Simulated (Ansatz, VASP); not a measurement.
## Two plane-wave programs on SiGe3Ru

```
Si Ge Ru
1.0
     3.98009    0.00000    0.00000
    -1.99004    3.44686    0.00000
     0.00000    0.00000    7.76959
Si Ge Ru
1 3 1
Direct
  0.66667 0.33333 0.00000
  0.33333 0.66667 0.18240
  0.33333 0.66667 0.81760
  0.66667 0.33333 0.50000
  0.33333 0.66667 0.50000
```

Alike in both runs: functional PBE; k mesh 12 × 12 × 6; occupations gaussian, width 0.1 eV; no spin polarisation.

Ansatz relaxed the structure, and its values are those at the end. VASP's run is a single point on that final structure, the one shown.

|  | VASP | Ansatz |
| --- | --- | --- |
| version | VASP 6.6.1 | Ansatz 0.2.0 |
| potentials or method | VASP PAW PBE potentials, release 64 (Si, Ge_d, Ru_pv), cutoff 520 eV | scalar-relativistic, plane waves, PAW |
| valence electrons in the cell | 60 | 62 |

VASP gave:

- gap on the k mesh at the Fermi level (eV): none
- pressure (GPa): 0.1

Task: Estimate Ansatz's values.

Result: gap on the k mesh at the Fermi level (eV): none; pressure (GPa): 0.0.

A gap of «none» marks a metal or a gap that the smearing closes. The functional is the same, so the differences come from potentials, cutoffs and numerics. VASP's potentials hold 60 valence electrons a cell and Ansatz's 62, so a difference there can come from the potentials and not from the codes.
